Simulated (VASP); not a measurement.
# S in VASP: further runs, part 2 of 2

VASP 6.6.1.

### Step 4. Single point, PBE (strained)

The input, INCAR:

```
PREC     = Accurate       # precision mode
ENCUT    = 520            # plane-wave cutoff, eV
EDIFF    = 1E-7           # SCF threshold, eV
ISMEAR   = 0              # smearing method
SIGMA    = 0.1            # smearing width, eV
LREAL    = False          # projectors in reciprocal space
LASPH    = True           # aspherical terms in the spheres
NELM     = 80             # most SCF steps
ALGO     = Normal         # electronic algorithm
ISIF     = 2              # what is computed and relaxed
LWAVE    = False          # write WAVECAR
LCHARG   = False          # write CHGCAR
GGA      = PE             # functional
NBANDS   = 9              # bands
```

The input, KPOINTS:

```
Automatic mesh
0
Gamma
  16 16 16
```

The input, POSCAR:

```
S
1.0
   -0.0011966102      1.9750849197      2.0050001748
    2.0038035646      0.0000000000      2.0038035646
    1.9953475192      1.9654322640      0.0084560455
S
1
Direct
    0.0000000000      0.0000000000      0.0000000000
```

Potentials or basis: VASP PAW PBE potentials, release 64 (S).

Launch:

```bash
> cat potpaw_PBE.64/S/POTCAR > POTCAR
> mpirun -np 1 vasp_std > vasp.out
```

OUTCAR:

```text
PREC = Accurate
   ENCUT = 520
   EDIFF = 1E-7
   ISMEAR = 0
   LREAL = False
   LASPH = True
   NELM = 80
   ISIF = 2
   GGA = PE

 ion  position               nearest neighbor table
   1  0.000  0.000  0.000-

  LATTYP: Found a base centered monoclinic cell.
 ALAT       =     4.8318910785
 B/A-ratio  =     0.5864797305
 C/A-ratio  =     0.5843584301
 COS(beta)  =    -0.5787453166

  Lattice vectors:

 A1 = (   0.0084560454,  -1.9654322640,   1.9953475191)
 A2 = (  -1.9953475192,  -1.9654322640,  -0.0084560455)
 A3 = (   1.9965441294,  -0.0096526557,  -1.9965441293)

Analysis of symmetry for initial positions (statically):
=====================================================================
 Subroutine PRICEL returns:
 Original cell was already a primitive cell.

 Routine SETGRP: Setting up the symmetry group for a
 base centered monoclinic supercell.

 Subroutine GETGRP returns: Found  4 space group operations
 (whereof  4 operations were pure point group operations)
 out of a pool of  4 trial point group operations.

The static configuration has the point symmetry C_2h.

Analysis of symmetry for dynamics (positions and initial velocities):
=====================================================================
 Subroutine PRICEL returns:
 Original cell was already a primitive cell.

 Routine SETGRP: Setting up the symmetry group for a
 base centered monoclinic supercell.

 Subroutine GETGRP returns: Found  4 space group operations
 (whereof  4 operations were pure point group operations)
 out of a pool of  4 trial point group operations.

The dynamic configuration has the point symmetry C_2h.

 Subroutine INISYM returns: Found  4 space group operations
 (whereof  4 operations are pure point group operations),
 and found     1 'primitive' translations

[... 107 lines left out ...]
   ISMEAR =     0;   SIGMA  =   0.10  broadening in eV -4-tet -1-fermi 0-gaus
   EFERMI_NEDOS =   21; number of points for ismear=-14 and -15
   IALGO  =     38    algorithm
   IMIX   =      4    mixing-type and parameters
     AMIX     =   0.40;   BMIX     =  1.00
     AMIX_MAG =   1.60;   BMIX_MAG =  1.00
  volume/ion in A,a.u.               =      15.76       106.38
  Fermi-wavevector in a.u.,A,eV,Ry     =   1.186400  2.241971 19.150817  1.407545
  Thomas-Fermi vector in A             =   2.322574
   LORBIT       =      0    0 simple, 1 ext, 2 COOP (PROOUT), +10 PAW based schemes
   GGA     = PE    functional components
   LHFCALC =     F    Hartree Fock is set to
   AEXX    =    0.0000 exact exchange contribution
   IVDW    =     0    specifies the selected vdW correction
   LEPSILON=     F    determine dielectric tensor
   LRPA    =     F    only Hartree local field effects (RPA)
 non-spin polarized calculation
 Gauss-broadening in eV      SIGMA  =   0.10
  energy-cutoff  :      520.00
  volume of cell :       15.76
 maximum number of plane-waves:       442
 NGX is ok and might be reduce to    24
   NGX = 11   NGY = 11   NGZ = 11

 number of electron       5.9999999 magnetization

 Free energy of the ion-electron system (eV)
  ---------------------------------------------------
  ext. energy  EPLUGINS =         0.00000000
  ---------------------------------------------------
  free energy    TOTEN  =        -2.83694360 eV

  energy without entropy =       -2.83414887  energy(sigma->0) =       -2.83554624

 E-fermi :   7.5211     XC(G=0): -11.1976

 val. band max:        7.5142702420   @ k =  -0.0625  -0.4375   0.2500
 cond. band min:       7.5212922871   @ k =   0.3125   0.0000   0.3125
 fundamental gap:      0.0070220451
 Fermi energy:         7.5210720674

 k-point     1 :       0.0000    0.0000    0.0000
  band No.  band energies     occupation
      1      -9.2482      2.00000
      2      10.6844      0.00000
      3      10.6938      0.00000
      4      10.7918      0.00000
      5      19.5118      0.00000
      6      19.5638      0.00000
      7      19.8065      0.00000
      8      21.9636      0.00000
      9      24.7364      0.00000
[... 265 lines left out ...]
 k-point    24 :      -0.1250    0.0625   -0.0000
  band No.  band energies     occupation
      1      -8.6661      2.00000
      2       8.2069      0.00000
      3       9.7211      0.00000
      4      10.6450      0.00000
      5      18.8566      0.00000
      6      20.2527      0.00000
      7      20.5451      0.00000
      8      23.0456      0.00000
      9      23.2888      0.00000

 [... further k-points ...]
[... 5 lines left out ...]
  --------------------------------------------------------------------------------------
  -------------------------------------------------------------------------------------
  Total        0.0523425     -0.0013943      0.0523425     -0.0126507      0.0126507      0.0040835
  in kB        5.3196520     -0.1417033      5.3196520     -1.2857097      1.2857091      0.4150110
  external PRESSURE =       3.4992003 kB  Pullay stress =       0.0000000 kB

 VOLUME and BASIS-vectors are now :
 -----------------------------------------------------------------------------
  energy-cutoff  :      520.00
  volume of cell :       15.76
      direct lattice vectors                 reciprocal lattice vectors
    -0.001196610  1.975084920  2.005000175    -0.249822232  0.252549870  0.249822232
     2.003803565  0.000000000  2.003803565     0.248911992 -0.253776800  0.250138922
     1.995347519  1.965432264  0.008456046     0.251049163  0.255003731 -0.251049163

 POSITION                                       TOTAL-FORCE (eV/Angst)
 -----------------------------------------------------------------------------------
      0.00000      0.00000      0.00000        -0.000000      0.000000     -0.000000
 -----------------------------------------------------------------------------------
    total drift:                                0.000000      0.000000      0.000000

  FREE ENERGIE OF THE ION-ELECTRON SYSTEM (eV)
  ---------------------------------------------------
  free  energy   TOTEN  =        -2.8369436042 eV

  energy  without entropy=       -2.8341488705  energy(sigma->0) =       -2.83554624
```

stdout:

```text
POSCAR found type information on POSCAR S
 POSCAR found :  1 types and       1 ions
 scaLAPACK will be used
 LDA part: xc-table for (Slater+PW92), standard interpolation
 POSCAR, INCAR and KPOINTS ok, starting setup
 FFT: planning ... GRIDC
 FFT: planning ... GRID_SOFT
 FFT: planning ... GRID
 WAVECAR not read
 entering main loop
```

Run time: 62 s. Hardware: 1 thread of Intel Xeon Platinum 8259CL at 2.50GHz (Skylake/Cascade Lake), shared host; peak memory 0.24 GiB.

What came out:

| Item | Value |
| --- | --- |
| Free energy | -2.8369 eV |
| Pressure | 0.3 GPa |
| Band gap on the k mesh | zero (band 3 reaches 10.69 eV, above the bottom of band 4 at 4.89 eV) |

Caveat: the cell differs from its parent crystal (strained).

### Step 5. Single point, PBE (the cell strained at random)

The input, INCAR:

```
SYSTEM = S
PREC = Accurate
ENCUT = 520
EDIFF = 1E-7
ISMEAR = 0
SIGMA = 0.1
LREAL = .FALSE.
LASPH = .TRUE.
NELM = 80
ALGO = Normal
ISIF = 2
LWAVE = .FALSE.
LCHARG = .FALSE.
GGA = PE
NBANDS = 9
```

The input, KPOINTS:

```
Automatic mesh
0
G
  16 16 16
  0 0 0
```

The input, POSCAR:

```
S
1.0
   -0.0104105088      2.0537819843      2.0664461089
    2.0917344713     -0.0168123734      2.0728479735
    2.1084072402      2.0768566177     -0.0334851423
S
1
Direct
    0.0000000000      0.0000000000      0.0000000000
```

Launch:

```bash
> cat potpaw_PBE.64/S/POTCAR > POTCAR
> mpirun -np 1 vasp_std > vasp.out
```

Run time: 2.4 min. Hardware: 1 thread of Intel Xeon Platinum 8259CL at 2.50GHz (Skylake/Cascade Lake), shared host; peak memory 0.39 GiB.

The run converged. Its results:

| Property | Result |
| --- | --- |
| Free energy | -2.7687 eV |
| Pressure | -8.3 GPa |
| Band gap on the k mesh | zero (band 3 reaches 8.05 eV, above the bottom of band 4 at 3.52 eV) |

Stress tensor (GPa, compression positive):
```
-7.70  0.06 -0.43
 0.06 -8.71 -1.06
-0.43 -1.06 -8.52
```

Levels at points of the mesh, in eV from the Fermi level:
| k point | band 1 | band 2 | band 3 | band 4 | band 5 | band 6 | band 7 | band 8 |
| --- | --- | --- | --- | --- | --- | --- | --- | --- |
| (0.00, 0.00, 0.00) | -15.41 | 2.36 | 2.53 | 2.65 | 11.70 | 12.03 | 12.29 | 12.51 |
| (0.50, 0.00, 0.00) | -12.12 | -6.23 | 1.41 | 1.47 | 9.00 | 11.24 | 11.43 | 16.53 |
| (0.00, 0.50, 0.00) | -12.18 | -6.23 | 1.36 | 1.61 | 9.05 | 11.06 | 11.73 | 16.59 |
| (0.50, 0.50, 0.00) | -10.91 | -5.39 | -0.79 | -0.66 | 5.75 | 6.48 | 20.59 | 21.65 |
| (0.00, 0.00, 0.50) | -12.31 | -6.23 | 1.52 | 1.70 | 9.24 | 11.31 | 11.70 | 16.71 |
| (0.50, 0.00, 0.50) | -10.86 | -5.35 | -0.92 | -0.66 | 5.67 | 6.45 | 20.59 | 21.71 |
| (0.00, 0.50, 0.50) | -11.01 | -5.45 | -0.82 | -0.44 | 5.82 | 6.58 | 20.66 | 21.79 |
| (0.50, 0.50, 0.50) | -12.04 | -6.22 | 1.29 | 1.42 | 8.88 | 11.11 | 11.42 | 16.45 |

Caveat: the cell differs from its parent crystal (the cell strained at random).

### Step 6. Summary

| cell | k mesh | gap on the mesh (eV) | pressure (GPa) |
| --- | --- | --- | --- |
| a = 2.956 Å, angles 60.0°, 1 atom | 18 × 18 × 18 | none | -8.2 |
| a = 2.931, b = 2.952 Å, angles 59.8, 60.5, 59.8°, 1 atom | 16 × 16 × 16 | none | -7.7 |
| a = 2.814, b = 2.834, c = 2.801 Å, angles 59.6, 60.4, 59.8°, 1 atom | 16 × 16 × 16 | none | 0.3 |
| a = 2.913, b = 2.945, c = 2.960 Å, angles 60.4, 61.0, 60.5°, 1 atom | 16 × 16 × 16 | none | -8.3 |

Alike in all rows: task single point; level PBE; potentials or basis VASP PAW PBE potentials, release 64 (S); no spin polarisation; cutoff (eV) 520; smearing gaussian 0.1 eV.

Absolute energies hang on the potentials; compare differences alone.
